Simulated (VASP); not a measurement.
# Ta2C (P-3m1) in VASP: further runs

The runs below take Ta2C through single point, relaxation of shape and atoms at fixed volume, with PBEsol.

All numbers are computed with VASP 6.6.1; they aren't measurements. Logs are shortened: lines on timing, memory, paths and dates and some standing lists are left out, and cuts for length are marked.

### 1 The cell of the first run

It takes space group P-3m1 (No. 164, trigonal). The conventional cell has a = 3.126 Å, b = 3.126 Å, c = 4.970 Å, α = 90.00°, β = 90.00°, γ = 120.00°. Ta (site symmetry 3m) has 3 C at 2.19 Å within 2.9 Å. Within 2.9 Å of C (site symmetry -3m) lie 6 Ta at 2.19 Å.

### 2 Single point, PBEsol (equal strain along all axes, cell held: +1.0 %, then relaxed in part)

Input file INCAR:

```
ALGO     = Normal         # electronic algorithm
EDIFF    = 1E-7           # SCF threshold, eV
ENCUT    = 520            # plane-wave cutoff, eV
GGA      = PS             # functional
ISIF     = 2              # what is computed and relaxed
ISMEAR   = 0              # smearing method
LASPH    = True           # aspherical terms in the spheres
LCHARG   = True           # write CHGCAR
LELF     = True           # ELF
LREAL    = False          # projectors in reciprocal space
LVHAR    = True         
LWAVE    = False          # write WAVECAR
NBANDS   = 20             # bands
NELM     = 60             # most SCF steps
PREC     = Accurate       # precision mode
SIGMA    = 0.1            # smearing width, eV
```

Input file KPOINTS:

```
k-points
0
Gamma
  18 18 10
```

Input file POSCAR:

```
Ta2C
1.0
    3.1262537093      0.0000000000      0.0000000000
   -1.5631268547      2.7074151310      0.0000000000
    0.0000000000      0.0000000000      4.9702910861
Ta C
2 1
Direct
    0.3333333333      0.6666666667      0.2511385781
    0.6666666667      0.3333333333      0.7488614219
    0.0000000000      0.0000000000      0.0000000000
```

Potentials or basis: VASP PAW PBE potentials, release 64 (Ta_pv, C).

Command:

```console
cat potpaw_PBE.64/Ta_pv/POTCAR potpaw_PBE.64/C/POTCAR > POTCAR
mpirun -np 1 vasp_std > vasp.out
```

OUTCAR:

```text
EDIFF = 1E-7
   ENCUT = 520
   GGA = PS
   ISIF = 2
   ISMEAR = 0
   LASPH = True
   LREAL = False
   NELM = 60
   PREC = Accurate

 ion  position               nearest neighbor table
   1  0.333  0.667  0.251-   3 2.19   3 2.19   3 2.19   2 3.06   2 3.06   2 3.06   2 3.08   2 3.08
                             2 3.08
   2  0.667  0.333  0.749-   3 2.19   3 2.19   3 2.19   1 3.06   1 3.06   1 3.06   1 3.08   1 3.08
                             1 3.08
   3  0.000  0.000  0.000-   1 2.19   2 2.19   2 2.19   1 2.19   2 2.19   1 2.19

  LATTYP: Found a hexagonal cell.
 ALAT       =     3.1262537093
 C/A-ratio  =     1.5898553183

  Lattice vectors:

 A1 = (   3.1262537093,   0.0000000000,   0.0000000000)
 A2 = (  -1.5631268547,   2.7074151310,   0.0000000000)
 A3 = (   0.0000000000,   0.0000000000,   4.9702910861)

Analysis of symmetry for initial positions (statically):
[... 33 lines left out ...]
                                     Primitive cell

  volume of cell :      42.0689

  direct lattice vectors                    reciprocal lattice vectors
     3.126253709  0.000000000  0.000000000     0.319871672  0.184677996  0.000000000
    -1.563126855  2.707415131  0.000000000     0.000000000  0.369355991  0.000000000
     0.000000000  0.000000000  4.970291086     0.000000000  0.000000000  0.201195460

  length of vectors
     3.126253709  3.126253709  4.970291086     0.369355991  0.369355991  0.201195460

  position of ions in fractional coordinates (direct lattice)
     0.333333333  0.666666667  0.251138578
     0.666666667  0.333333333  0.748861422
     0.000000000  0.000000000  0.000000000

  ion indices of the primitive-cell ions
   primitive index   ion index
                 1           1
                 2           2
                 3           3

----------------------------------------------------------------------------------------

 KPOINTS: k-points

Automatic generation of k-mesh.
 Grid dimensions read from file:
 generate k-points for:   18   18   10

 Generating k-lattice:

  Cartesian coordinates                     Fractional coordinates (reciprocal lattice)
     0.017770648  0.010259889  0.000000000     0.055555556  0.000000000  0.000000000
     0.000000000  0.020519777  0.000000000     0.000000000  0.055555556  0.000000000
     0.000000000  0.000000000  0.020119546     0.000000000  0.000000000  0.100000000

  Length of vectors
[... 48 lines left out ...]
   ICHARG =      2    charge: 1-file 2-atom 10-const
   ISPIN  =      1    spin polarized calculation?
   LNONCOLLINEAR =      F non collinear calculations
   LSORBIT =      F    spin-orbit coupling
   LASPH  =      T    aspherical Exc in radial PAW
   ENCUT  =  520.0 eV  38.22 Ry    6.18 a.u.   5.81  5.81  9.24*2*pi/ulx,y,z
   NELM   =     60;   NELMIN=  2; NELMDL= -5     # of ELM steps
   EDIFF  = 0.1E-06   stopping-criterion for ELM
   LREAL  =      F    real-space projection
   EDIFFG = 0.1E-05   stopping-criterion for IOM
   NSW    =      0    number of steps for IOM
   IBRION =     -1    ionic relax: 0-MD 1-quasi-New 2-CG
   NFREE  =      0    steps in history (QN), initial steepest desc. (CG)
   ISIF   =      2    stress and relaxation
   ISYM   =      2    0-nonsym 1-usesym 2-fastsym
   POTIM  = 0.5000    time-step for ionic-motion
   TEBEG  =    0.0;   TEEND  =   0.0 temperature during run
   PSTRESS=    0.0 pullay stress
   NELECT =      26.0000    total number of electrons
   NUPDOWN=      -1.0000    fix difference up-down
   EMIN   =  10.00;   EMAX   =-10.00  energy-range for DOS
   EFERMI =   0.00;   METHOD = LEGACY
   ISMEAR =     0;   SIGMA  =   0.10  broadening in eV -4-tet -1-fermi 0-gaus
   EFERMI_NEDOS =   21; number of points for ismear=-14 and -15
   IALGO  =     38    algorithm
   IMIX   =      4    mixing-type and parameters
     AMIX     =   0.40;   BMIX     =  1.00
     AMIX_MAG =   1.60;   BMIX_MAG =  1.00
  volume/ion in A,a.u.               =      14.02        94.63
  Fermi-wavevector in a.u.,A,eV,Ry     =   1.394480  2.635185 26.457545  1.944575
  Thomas-Fermi vector in A             =   2.518025
   LORBIT       =      0    0 simple, 1 ext, 2 COOP (PROOUT), +10 PAW based schemes
   GGA     = PS    functional components
   LHFCALC =     F    Hartree Fock is set to
   AEXX    =    0.0000 exact exchange contribution
   IVDW    =     0    specifies the selected vdW correction
   LEPSILON=     F    determine dielectric tensor
   LRPA    =     F    only Hartree local field effects (RPA)
 non-spin polarized calculation
 Gauss-broadening in eV      SIGMA  =   0.10
  energy-cutoff  :      520.00
  volume of cell :       42.07
 maximum number of plane-waves:      1158
   NGX = 11   NGY = 11   NGZ = 19

 number of electron      25.9999998 magnetization

 Free energy of the ion-electron system (eV)
  ---------------------------------------------------
  ext. energy  EPLUGINS =         0.00000000
  ---------------------------------------------------
  free energy    TOTEN  =       -36.67810175 eV

  energy without entropy =      -36.67460506  energy(sigma->0) =      -36.67635340

 E-fermi :   6.2398     XC(G=0): -12.7860

 val. band max:        6.2355820095   @ k =   0.0000   0.0000   0.0000
 cond. band min:       6.2423029806   @ k =   0.0556   0.0000   0.2000
 fundamental gap:      0.0067209711
 Fermi energy:         6.2397670665

 k-point     1 :       0.0000    0.0000    0.0000
  band No.  band energies     occupation
      1     -28.5722      2.00000
      2     -27.9397      2.00000
      3     -27.9397      2.00000
      4     -27.8338      2.00000
      5     -27.8338      2.00000
      6     -27.7477      2.00000
[... 541 lines left out ...]
     19      11.7751      0.00000
     20      12.1965      0.00000

 [... further k-points ...]

------------------------ aborting loop because EDIFF is reached ----------------------------------------

  FORCE on cell =-STRESS in cart. coord.  units (eV):
  Direction    XX          YY          ZZ          XY          YZ          ZX
  --------------------------------------------------------------------------------------
  -------------------------------------------------------------------------------------
  Total       -1.8823568     -1.8823568     -1.8785294      0.0000000     -0.0000000      0.0000000
  in kB      -71.6888522    -71.6888522    -71.5430873      0.0000000     -0.0000000      0.0000000
  external PRESSURE =     -71.6402639 kB  Pullay stress =       0.0000000 kB

 VOLUME and BASIS-vectors are now :
 -----------------------------------------------------------------------------
  energy-cutoff  :      520.00
  volume of cell :       42.07
      direct lattice vectors                 reciprocal lattice vectors
     3.126253709  0.000000000  0.000000000     0.319871672  0.184677996  0.000000000
    -1.563126855  2.707415131  0.000000000     0.000000000  0.369355991  0.000000000
     0.000000000  0.000000000  4.970291086     0.000000000  0.000000000  0.201195460

 POSITION                                       TOTAL-FORCE (eV/Angst)
 -----------------------------------------------------------------------------------
     -0.00000      1.80494      1.24823         0.000000     -0.000000      0.040392
      1.56313      0.90247      3.72206        -0.000000      0.000000     -0.040392
      0.00000      0.00000      0.00000        -0.000000      0.000000      0.000000
 -----------------------------------------------------------------------------------
    total drift:                                0.000000     -0.000000      0.000000

  FREE ENERGIE OF THE ION-ELECTRON SYSTEM (eV)
  ---------------------------------------------------
  free  energy   TOTEN  =       -36.6781017470 eV

  energy  without entropy=      -36.6746050573  energy(sigma->0) =      -36.67635340
```

OSZICAR:

```text
N       E                     dE             d eps       ncg     rms          rms(c)
DAV:   1     0.196957092381E+03    0.19696E+03   -0.14858E+04 13216   0.136E+03
DAV:   2    -0.325083242509E+02   -0.22947E+03   -0.22416E+03 15024   0.378E+02
DAV:   3    -0.405657711922E+02   -0.80574E+01   -0.79504E+01 16856   0.635E+01
DAV:   4    -0.406600953970E+02   -0.94324E-01   -0.93846E-01 16276   0.672E+00
DAV:   5    -0.406609324108E+02   -0.83701E-03   -0.83670E-03 16264   0.594E-01    0.273E+01
DAV:   6    -0.369330737521E+02    0.37279E+01   -0.17631E+01 16772   0.237E+01    0.115E+01
DAV:   7    -0.367282260724E+02    0.20485E+00   -0.13936E+00 14820   0.719E+00    0.550E+00
DAV:   8    -0.366829788681E+02    0.45247E-01   -0.19449E-01 15848   0.288E+00    0.509E-01
DAV:   9    -0.366785258540E+02    0.44530E-02   -0.23290E-02 16212   0.893E-01    0.192E-01
DAV:  10    -0.366781695733E+02    0.35628E-03   -0.35403E-03 17100   0.461E-01    0.571E-02
DAV:  11    -0.366781021584E+02    0.67415E-04   -0.42420E-04 15556   0.127E-01    0.279E-02
DAV:  12    -0.366781022959E+02   -0.13746E-06   -0.26518E-05 15400   0.380E-02    0.714E-03
DAV:  13    -0.366781020509E+02    0.24497E-06   -0.48905E-06 15528   0.132E-02    0.478E-03
DAV:  14    -0.366781017472E+02    0.30369E-06   -0.11464E-06 15712   0.698E-03    0.543E-04
DAV:  15    -0.366781017470E+02    0.18554E-09   -0.48188E-08  8316   0.149E-03
   1 F= -.36678102E+02 E0= -.36676353E+02  d E =-.349669E-02
```

stdout:

```text
POSCAR found type information on POSCAR TaC
 POSCAR found :  2 types and       3 ions
 scaLAPACK will be used
 -----------------------------------------------------------------------------
|                                                                             |
|                                                                             |
|     You enforced a specific xc type in the INCAR file but a different       |
|     I HOPE YOU KNOW WHAT YOU ARE DOING!                                     |
|                                                                             |
 -----------------------------------------------------------------------------

 LDA part: xc-table for (Slater+PW92), standard interpolation
 POSCAR, INCAR and KPOINTS ok, starting setup
 FFT: planning ... GRIDC
 FFT: planning ... GRID_SOFT
 FFT: planning ... GRID
 WAVECAR not read
 entering main loop
```

Wall time 1.8 min (1 thread of Intel Xeon Platinum 8488C (Sapphire Rapids), shared host); peak memory 0.36 GiB.

Results:

```
Free energy            : -36.6781 eV
Pressure               : -7.2 GPa
Largest force          : 0.040 eV/Å
Band gap on the k mesh : zero (band 13 reaches 6.73 eV, above the bottom of band 14 at 5.96 eV)
```

Forces in eV/Å, atoms in the order of the input:
```
Ta   0.000  0.000  0.040
Ta   0.000  0.000 -0.040
C    0.000  0.000  0.000
```

Caveat: the cell differs from its parent crystal (equal strain along all axes, cell held: +1.0 %, then relaxed in part); the PAW data sets were made with another functional, which shifts forces and pressure a little; spin-orbit coupling is left out, which moves the levels of the heavy elements.

### 3 Single point, PBEsol (equal strain along all axes, cell held: +2.0 %, then relaxed in part)

Input file INCAR:

```
  ALGO = Normal
  EDIFF = 1E-7
  ENCUT = 520
  GGA = PS
  ISIF = 2
  ISMEAR = 0
  LASPH = T
  LCHARG = F
  LREAL = F
  LWAVE = F
  NBANDS = 20
  NELM = 80
  PREC = Accurate
  SIGMA = 0.1
```

KPOINTS is that of step 2.

Input file POSCAR:

```
Ta2C
1.0
    3.1572067164      0.0000000000      0.0000000000
   -1.5786033582      2.7342212214      0.0000000000
    0.0000000000      0.0000000000      5.0195018889
Ta C
2 1
Direct
    0.3333333333      0.6666666667      0.2492199611
    0.6666666667      0.3333333333      0.7507800389
    0.0000000000      0.0000000000      0.0000000000
```

Potentials or basis: VASP PAW PBE potentials, release 64 (Ta_pv, C).

Command:

```console
cat potpaw_PBE.64/Ta_pv/POTCAR potpaw_PBE.64/C/POTCAR > POTCAR
mpirun -np 1 vasp_std > vasp.out
```

Run time: 2.1 min. Hardware: 1 thread of Intel Xeon Platinum 8488C (Sapphire Rapids), shared host; peak memory 0.37 GiB.

The run converged. Its results:

- Free energy: -36.5945 eV
- Pressure: -13.8 GPa
- Largest force: 0.038 eV/Å
- Band gap on the k mesh: zero (band 13 reaches 6.45 eV, above the bottom of band 14 at 5.72 eV)

Forces in eV/Å, atoms in the order of the input:
```
Ta   0.000  0.000  0.038
Ta   0.000  0.000 -0.038
C    0.000  0.000  0.000
```

Stress tensor (GPa, compression positive):
```
-13.83   0.00   0.00
  0.00 -13.83   0.00
  0.00   0.00 -13.68
```

Levels at points of the mesh, in eV from the Fermi level:
| k point | band 11 | band 12 | band 13 | band 14 | band 15 | band 16 |
| --- | --- | --- | --- | --- | --- | --- |
| (0.00, 0.00, 0.00) | -3.03 | 0.01 | 0.46 | 0.46 | 1.05 | 1.05 |
| (0.50, 0.00, 0.00) | -3.48 | -1.73 | -0.33 | 3.22 | 3.24 | 4.30 |
| (0.00, 0.00, 0.50) | -1.62 | -1.58 | -0.26 | -0.26 | 2.70 | 2.70 |
| (0.50, 0.00, 0.50) | -2.44 | -1.16 | -1.02 | 1.56 | 1.66 | 3.95 |

Caveat: the cell differs from its parent crystal (equal strain along all axes, cell held: +2.0 %, then relaxed in part); the PAW data sets were made with another functional, which shifts forces and pressure a little; spin-orbit coupling is left out, which moves the levels of the heavy elements.

(Continued in part 2 of 2.)
